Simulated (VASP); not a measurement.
# HfN (P6_3/mmc) in VASP: further runs

The runs below take HfN through single point, with PBEsol.

Program: VASP 6.6.1. These are calculated values, not measurements. Logs are shortened: lines on timing, memory, paths and dates and some standing lists are left out, and cuts for length are marked.

## (1) The cell of the first run

Symmetry: P6_3/mmc, No. 194, hexagonal system. Conventional cell: a = 3.133 Å, b = 3.133 Å, c = 5.409 Å, α = 90.00°, β = 90.00°, γ = 120.00°. Within 3.0 Å of Hf (site symmetry -6m2) lie 6 N at 2.26 Å. Within 3.0 Å of N (site symmetry -3m) lie 6 Hf at 2.26 Å and 2 N at 2.70 Å.

## (2) Single point, PBEsol

INCAR reads:

```
SYSTEM = HfN
  PREC = Accurate
  ENCUT = 520
  EDIFF = 1E-6
  ISMEAR = 1
  SIGMA = 0.15
  LREAL = .False.
  LASPH = .True.
  NELM = 60
  ALGO = Normal
  ISIF = 2
  LWAVE = .False.
  LCHARG = .False.
  GGA = PS
  NBANDS = 23
```

KPOINTS reads:

```
Automatic mesh
0
Gamma
  9 9 5
  0 0 0
```

POSCAR reads:

```
HfN
1.0
    3.1331298396      0.0000000000      0.0000000000
   -1.5665649198      2.7133700345      0.0000000000
    0.0000000000      0.0000000000      5.4092380157
Hf N
2 2
Direct
    0.6666666667      0.3333333333      0.7500000000
    0.3333333333      0.6666666667      0.2500000000
    0.0000000000      0.0000000000      0.0000000000
    0.0000000000      0.0000000000      0.5000000000
```

Potentials or basis: VASP PAW PBE potentials, release 64 (Hf_pv, N).

Run with:

```
$ cat potpaw_PBE.64/Hf_pv/POTCAR potpaw_PBE.64/N/POTCAR > POTCAR
$ mpirun -np 1 vasp_std > vasp.out
```

OUTCAR:

```text
SYSTEM = HfN
   PREC = Accurate
   ENCUT = 520
   EDIFF = 1E-6
   ISMEAR = 1
   LREAL = .False.
   LASPH = .True.
   NELM = 60
   ISIF = 2
   GGA = PS

 ion  position               nearest neighbor table
   1  0.667  0.333  0.750-   3 2.26   4 2.26   3 2.26   4 2.26   3 2.26   4 2.26   2 3.25   2 3.25
                             2 3.25   2 3.25   2 3.25   2 3.25
   2  0.333  0.667  0.250-   3 2.26   4 2.26   3 2.26   4 2.26   3 2.26   4 2.26   1 3.25   1 3.25
                             1 3.25   1 3.25   1 3.25   1 3.25
   3  0.000  0.000  0.000-   1 2.26   2 2.26   1 2.26   2 2.26   1 2.26   2 2.26
   4  0.000  0.000  0.500-   1 2.26   2 2.26   1 2.26   2 2.26   1 2.26   2 2.26

  LATTYP: Found a hexagonal cell.
 ALAT       =     3.1331298396
 C/A-ratio  =     1.7264646831

  Lattice vectors:

 A1 = (   3.1331298396,   0.0000000000,   0.0000000000)
 A2 = (  -1.5665649198,   2.7133700345,   0.0000000000)
 A3 = (   0.0000000000,   0.0000000000,   5.4092380157)

Analysis of symmetry for initial positions (statically):
=====================================================================
 Subroutine PRICEL returns:
 Original cell was already a primitive cell.

 Routine SETGRP: Setting up the symmetry group for a
 hexagonal supercell.

 Subroutine GETGRP returns: Found 24 space group operations
 (whereof 12 operations were pure point group operations)
 out of a pool of 24 trial point group operations.

The static configuration has the point symmetry D_3d.
 The point group associated with its full space group is D_6h.

Analysis of symmetry for dynamics (positions and initial velocities):
=====================================================================
 Subroutine PRICEL returns:
 Original cell was already a primitive cell.

 Routine SETGRP: Setting up the symmetry group for a
 hexagonal supercell.

 Subroutine GETGRP returns: Found 24 space group operations
 (whereof 12 operations were pure point group operations)
 out of a pool of 24 trial point group operations.

The dynamic configuration has the point symmetry D_3d.
 The point group associated with its full space group is D_6h.

 Subroutine INISYM returns: Found 24 space group operations
 (whereof 12 operations are pure point group operations),
 and found     1 'primitive' translations

----------------------------------------------------------------------------------------

                                     Primitive cell

  volume of cell :      45.9858

  direct lattice vectors                    reciprocal lattice vectors
     3.133129840  0.000000000  0.000000000     0.319169665  0.184272692  0.000000000
    -1.566564920  2.713370035  0.000000000     0.000000000  0.368545384  0.000000000
     0.000000000  0.000000000  5.409238016     0.000000000  0.000000000  0.184868922

  length of vectors
     3.133129840  3.133129840  5.409238016     0.368545384  0.368545384  0.184868922

  position of ions in fractional coordinates (direct lattice)
     0.666666667  0.333333333  0.750000000
     0.333333333  0.666666667  0.250000000
     0.000000000  0.000000000  0.000000000
     0.000000000  0.000000000  0.500000000

  ion indices of the primitive-cell ions
   primitive index   ion index
                 1           1
                 2           2
                 3           3
                 4           4

----------------------------------------------------------------------------------------

 KPOINTS: Automatic mesh

Automatic generation of k-mesh.
 Grid dimensions read from file:
 generate k-points for:    9    9    5

 Generating k-lattice:

  Cartesian coordinates                     Fractional coordinates (reciprocal lattice)
     0.035463296  0.020474744  0.000000000     0.111111111  0.000000000  0.000000000
     0.000000000  0.040949487  0.000000000     0.000000000  0.111111111  0.000000000
     0.000000000  0.000000000  0.036973784     0.000000000  0.000000000  0.200000000

  Length of vectors
     0.040949487  0.040949487  0.036973784

  Shift w.r.t. Gamma in fractional coordinates (k-lattice)
     0.000000000  0.000000000  0.000000000

 Subroutine IBZKPT returns following result:
 ===========================================

 Found     36 irreducible k-points:

 Following reciprocal coordinates:
            Coordinates               Weight
  0.000000  0.000000  0.000000      1.000000
  0.111111  0.000000  0.000000      6.000000
  0.222222  0.000000  0.000000      6.000000
  0.333333  0.000000  0.000000      6.000000
  0.444444  0.000000  0.000000      6.000000
  0.111111  0.111111  0.000000      6.000000
[... 16 lines left out ...]
  0.333333  0.222222  0.200000     24.000000
  0.333333  0.333333  0.200000      4.000000
 [... further k-points ...]
   k-points           NKPTS =     36   k-points in BZ     NKDIM =     36   number of bands    NBANDS=     23
   number of dos      NEDOS =    301   number of ions     NIONS =      4
   total plane-waves  NPLWV =  23040
   dimension x,y,z NGX =    24 NGY =   24 NGZ =   40
   dimension x,y,z NGXF=    48 NGYF=   48 NGZF=   80
   ions per type =               2   2
   NGX,Y,Z   is equivalent  to a cutoff of  12.73, 12.73, 12.29 a.u.
   NGXF,Y,Z  is equivalent  to a cutoff of  25.47, 25.47, 24.59 a.u.
 SYSTEM =  HfN
   PREC   = accura    normal or accurate (medium, high low for compatibility)
   ISTART =      0    job   : 0-new  1-cont  2-samecut
   ICHARG =      2    charge: 1-file 2-atom 10-const
   ISPIN  =      1    spin polarized calculation?
   LNONCOLLINEAR =      F non collinear calculations
   LSORBIT =      F    spin-orbit coupling
   LASPH  =      T    aspherical Exc in radial PAW
   ENCUT  =  520.0 eV  38.22 Ry    6.18 a.u.   5.83  5.83 10.06*2*pi/ulx,y,z
   NELM   =     60;   NELMIN=  2; NELMDL= -5     # of ELM steps
   EDIFF  = 0.1E-05   stopping-criterion for ELM
   LREAL  =      F    real-space projection
   EDIFFG = 0.1E-04   stopping-criterion for IOM
   NSW    =      0    number of steps for IOM
   IBRION =     -1    ionic relax: 0-MD 1-quasi-New 2-CG
   NFREE  =      0    steps in history (QN), initial steepest desc. (CG)
   ISIF   =      2    stress and relaxation
   ISYM   =      2    0-nonsym 1-usesym 2-fastsym
   POTIM  = 0.5000    time-step for ionic-motion
   TEBEG  =    0.0;   TEEND  =   0.0 temperature during run
   PSTRESS=    0.0 pullay stress
   NELECT =      30.0000    total number of electrons
   NUPDOWN=      -1.0000    fix difference up-down
   EMIN   =  10.00;   EMAX   =-10.00  energy-range for DOS
   EFERMI =   0.00;   METHOD = LEGACY
   ISMEAR =     1;   SIGMA  =   0.15  broadening in eV -4-tet -1-fermi 0-gaus
   EFERMI_NEDOS =   21; number of points for ismear=-14 and -15
   IALGO  =     38    algorithm
   IMIX   =      4    mixing-type and parameters
     AMIX     =   0.40;   BMIX     =  1.00
     AMIX_MAG =   1.60;   BMIX_MAG =  1.00
  volume/ion in A,a.u.               =      11.50        77.58
  Fermi-wavevector in a.u.,A,eV,Ry     =   1.419844  2.683117 27.428775  2.015958
  Thomas-Fermi vector in A             =   2.540822
   LORBIT       =      0    0 simple, 1 ext, 2 COOP (PROOUT), +10 PAW based schemes
   GGA     = PS    functional components
   LHFCALC =     F    Hartree Fock is set to
   AEXX    =    0.0000 exact exchange contribution
   IVDW    =     0    specifies the selected vdW correction
   LEPSILON=     F    determine dielectric tensor
   LRPA    =     F    only Hartree local field effects (RPA)
 non-spin polarized calculation
 Methfessel and Paxton  Order N= 1 SIGMA  =   0.15
  energy-cutoff  :      520.00
  volume of cell :       45.99
 maximum number of plane-waves:      1275
 NGX is ok and might be reduce to    24
   NGX = 11   NGY = 11   NGZ = 21

 number of electron      30.0000000 magnetization

 Free energy of the ion-electron system (eV)
  ---------------------------------------------------
  ext. energy  EPLUGINS =         0.00000000
  ---------------------------------------------------
  free energy    TOTEN  =       -45.85340186 eV

  energy without entropy =      -45.85071486  energy(sigma->0) =      -45.85250619

 E-fermi :   7.8742     XC(G=0): -12.9130

 val. band max:        7.8226216120   @ k =   0.3333   0.0000   0.4000
 cond. band min:       7.8948149268   @ k =   0.3333   0.3333   0.0000
 fundamental gap:      0.0721933148
 Fermi energy:         7.8741996987

 k-point     1 :       0.0000    0.0000    0.0000
  band No.  band energies     occupation
      1     -23.8633      2.00000
      2     -22.9836      2.00000
      3     -22.8819      2.00000
      4     -22.8819      2.00000
      5     -22.8194      2.00000
      6     -22.8194      2.00000
[... 15 lines left out ...]
     22      13.4440      0.00000
     23      13.4440      0.00000

 k-point     2 :       0.1111    0.0000    0.0000
  band No.  band energies     occupation
      1     -23.8188      2.00000
      2     -22.9889      2.00000
      3     -22.9878      2.00000
      4     -22.9213      2.00000
      5     -22.9147      2.00000
      6     -22.8298      2.00000
[... 15 lines left out ...]
     22      12.9968      0.00000
     23      13.3989      0.00000

 k-point     3 :       0.2222    0.0000    0.0000
  band No.  band energies     occupation
      1     -23.6981      2.00000
      2     -23.2642      2.00000
      3     -23.1557      2.00000
      4     -23.0055      2.00000
      5     -22.9888      2.00000
      6     -22.8644      2.00000
[... 15 lines left out ...]
     22      12.6515      0.00000
     23      12.8480      0.00000
[... 495 lines left out ...]
 k-point    23 :       0.3333    0.2222    0.2000
  band No.  band energies     occupation
      1     -23.6662      2.00000
      2     -23.5318      2.00000
      3     -23.3474      2.00000
      4     -23.2421      2.00000
      5     -23.1753      2.00000
      6     -23.0868      2.00000
[... 15 lines left out ...]
     22      14.2103      0.00000
     23      15.0520      0.00000

 k-point    24 :       0.3333    0.3333    0.2000
  band No.  band energies     occupation
      1     -23.6059      2.00000
      2     -23.4455      2.00000
      3     -23.4455      2.00000
      4     -23.3524      2.00000
      5     -23.1504      2.00000
      6     -23.1504      2.00000
[... 15 lines left out ...]
     22      13.9696      0.00000
     23      15.5479      0.00000

 [... further k-points ...]

------------------------ aborting loop because EDIFF is reached ----------------------------------------

  FORCE on cell =-STRESS in cart. coord.  units (eV):
  Direction    XX          YY          ZZ          XY          YZ          ZX
  --------------------------------------------------------------------------------------
  -------------------------------------------------------------------------------------
  Total       -1.1721075     -1.1721075     -1.1283186      0.0000000     -0.0000000      0.0000000
  in kB      -40.8370643    -40.8370643    -39.3114289      0.0000000     -0.0000000      0.0000000
  external PRESSURE =     -40.3285191 kB  Pullay stress =       0.0000000 kB

 VOLUME and BASIS-vectors are now :
 -----------------------------------------------------------------------------
  energy-cutoff  :      520.00
  volume of cell :       45.99
      direct lattice vectors                 reciprocal lattice vectors
     3.133129840  0.000000000  0.000000000     0.319169665  0.184272692  0.000000000
    -1.566564920  2.713370035  0.000000000     0.000000000  0.368545384  0.000000000
     0.000000000  0.000000000  5.409238016     0.000000000  0.000000000  0.184868922

 POSITION                                       TOTAL-FORCE (eV/Angst)
 -----------------------------------------------------------------------------------
      1.56656      0.90446      4.05693         0.000000      0.000000      0.000000
     -0.00000      1.80891      1.35231        -0.000000     -0.000000      0.000000
      0.00000      0.00000      0.00000        -0.000000      0.000000      0.000000
      0.00000      0.00000      2.70462        -0.000000      0.000000      0.000000
 -----------------------------------------------------------------------------------
    total drift:                                0.000000     -0.000000      0.000000

  FREE ENERGIE OF THE ION-ELECTRON SYSTEM (eV)
  ---------------------------------------------------
  free  energy   TOTEN  =       -45.8534018593 eV

  energy  without entropy=      -45.8507148583  energy(sigma->0) =      -45.85250619
```

Wall time 45 s (1 thread of Intel Xeon 8259CL, shared host); peak memory 0.18 GiB.

Results:

| Quantity | Value |
| --- | --- |
| Free energy | -45.8534 eV |
| Pressure | -4.0 GPa |
| Band gap on the k mesh | zero (bands 15 and 16 overlap by 1.66 eV) |

Stress tensor (GPa, compression positive):
```
-4.08  0.00  0.00
 0.00 -4.08  0.00
 0.00  0.00 -3.93
```

Levels at points of the mesh, in eV from the Fermi level:
| k point | band 13 | band 14 | band 15 | band 16 | band 17 | band 18 |
| --- | --- | --- | --- | --- | --- | --- |
| (0.00, 0.00, 0.00) | -3.68 | -1.79 | -0.72 | 0.62 | 0.62 | 0.96 |

Caveat: the cell stands under tension; the PAW data sets were made with another functional, which shifts forces and pressure a little; spin-orbit coupling is left out, which moves the levels of the heavy elements.

## (3) Single point, PBEsol

This run uses another cell than the first one, of 11.41 Å³/atom.

INCAR reads:

```
SYSTEM = HfN
PREC = Accurate
ENCUT = 520
EDIFF = 1E-6
ISMEAR = 1
SIGMA = 0.15
LREAL = .FALSE.
LASPH = .TRUE.
NELM = 100
ALGO = Normal
ISIF = 2
LWAVE = .FALSE.
LCHARG = .TRUE.
GGA = PS
LELF = .TRUE.
LVHAR = .TRUE.
NBANDS = 23
```

KPOINTS reads:

```
regular mesh
0
G
  9 9 5
  0 0 0
```

POSCAR reads:

```
HfN
1.0
    3.1256125697      0.0000000000      0.0000000000
   -1.5628062848      2.7068598877      0.0000000000
    0.0000000000      0.0000000000      5.3963943058
Hf N
2 2
Direct
    0.6666666667      0.3333333333      0.7500000000
    0.3333333333      0.6666666667      0.2500000000
    0.0000000000      0.0000000000      0.0000000000
    0.0000000000      0.0000000000      0.5000000000
```

Potentials or basis: VASP PAW PBE potentials, release 64 (Hf_pv, N).

Run with:

```
$ cat potpaw_PBE.64/Hf_pv/POTCAR potpaw_PBE.64/N/POTCAR > POTCAR
$ mpirun -np 1 vasp_std > vasp.out
```

Wall time 45 s (1 thread of Intel Xeon 8259CL, shared host); peak memory 0.18 GiB.

It converged, with:

* Free energy: -45.8595 eV
* Pressure: -2.1 GPa
* Band gap on the k mesh: zero (bands 15 and 16 overlap by 1.69 eV)

Stress tensor (GPa, compression positive):
```
-2.13  0.00  0.00
 0.00 -2.13  0.00
 0.00  0.00 -1.96
```

Levels at points of the mesh, in eV from the Fermi level:
```
           k point  band 11  band 12  band 13  band 14  band 15  band 16  band 17  band 18  band 19  band 20
(0.00, 0.00, 0.00)    -4.86    -3.70    -3.70    -1.80    -0.73     0.61     0.61     1.01     1.74     1.74
```

Caveat: the PAW data sets were made with another functional, which shifts forces and pressure a little; spin-orbit coupling is left out, which moves the levels of the heavy elements.
